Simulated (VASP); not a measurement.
Runs of VASP 6.6.1 on Sn3C5. The structure is that of space group Im-3m (No. 229), or close to it. The cells are those of the table. 

```csv
task,cell,k mesh,cutoff (eV),gap on the mesh (eV),pressure (GPa),relaxed volume (Å³/atom)
relaxation of cell and atoms,"relaxed from a = 5.113 Å, angles 109.5°, 8 atoms",10 × 10 × 10,600,none,0.0,13.04
relaxation of cell and atoms,"relaxed from a = 5.710 Å, angles 109.5°, 8 atoms",4 × 4 × 4,600,none,0.1,12.83
single point,"a = 5.710 Å, angles 109.5°, 8 atoms",4 × 4 × 4,520,none,(a),-
single point,"a = 5.113 Å, angles 109.5°, 8 atoms",4 × 4 × 4,520,none,-0.1,-
single point,"a = 5.136 Å, angles 109.5°, 8 atoms",10 × 10 × 10,520,none,0.1,-
```

Alike in all rows: level PBE; potentials or basis VASP PAW PBE potentials, release 64 (Sn_d, C); no spin polarisation; smearing gaussian 0.1 eV.

Task: Estimate the missing entries.

Result: (a) -16.1.

Caveats: some runs use coarse meshes; spin-orbit coupling is left out, which moves the levels of the heavy elements; the volume moved by over 15 % at a fixed basis, so the end points are rough (some runs).

A k mesh can miss the band edges, and the runs leave out spin-orbit coupling on Sn.

A gap of «none» marks levels without a gap at the run's occupations.
